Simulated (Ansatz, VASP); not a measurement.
Lu in VASP and in Ansatz

The input INCAR:

```
PREC = Accurate
ENCUT = 600
EDIFF = 1E-7
ISMEAR = -1
SIGMA = 0.05
LREAL = False
LASPH = True
NELM = 60
ALGO = Normal
ISIF = 3
LWAVE = False
LCHARG = False
GGA = PS
IBRION = 2
NSW = 60
EDIFFG = -0.005
```

The input KPOINTS:

```
regular mesh
0
Gamma
  16 16 16
```

The input POSCAR:

```
Lu
1.0
   -1.9023286315      1.9023286315      1.9023286315
    1.9023286315     -1.9023286315      1.9023286315
    1.9023286315      1.9023286315     -1.9023286315
Lu
1
Direct
    0.0000000000      0.0000000000      0.0000000000
```

Input for Ansatz:

```yaml
crystal:
  lattice:
    - [-1.9023286315, 1.9023286315, 1.9023286315]
    - [1.9023286315, -1.9023286315, 1.9023286315]
    - [1.9023286315, 1.9023286315, -1.9023286315]
  atoms:
    - { symbol: Lu, position: [0.0, 0.0, 0.0] }
kpoints:
  mp_grid: { grid: [16, 16, 16] }
scf:
  occupations: { method: fermi_dirac, width: 0.05 }
hamiltonian:
  xc: pbesol
  pseudopotentials: { kind: paw }
output:
  forces: true
  stress: true
relax:
  f_tol: 0.005
  max_steps: 40
  cell: {}
```

Alike in both runs: task relaxation of cell and atoms; functional PBEsol; k mesh 16 × 16 × 16; occupations fermi-dirac, width 0.05 eV; no spin polarisation.

|  | VASP | Ansatz |
| --- | --- | --- |
| version | VASP 6.6.1 | Ansatz 0.2.0 |
| potentials or method | VASP PAW PBE potentials, release 64 (Lu) | PAW with Ansatz's default frozen-core files, scalar-relativistic |
| plane-wave cutoff (eV) | 600 | 420 |
| valence electrons in the cell | 25 | 25 |

```tsv
	VASP	Ansatz	Ansatz less VASP
relaxed volume (Å³/atom)	28.02	27.89	-0.129
relaxed cell length with the largest relative difference (Å)	3.314	3.309	-0.0051
```

VASP's potentials were made for PBE, not for PBEsol.

Neither program's run includes spin-orbit coupling.
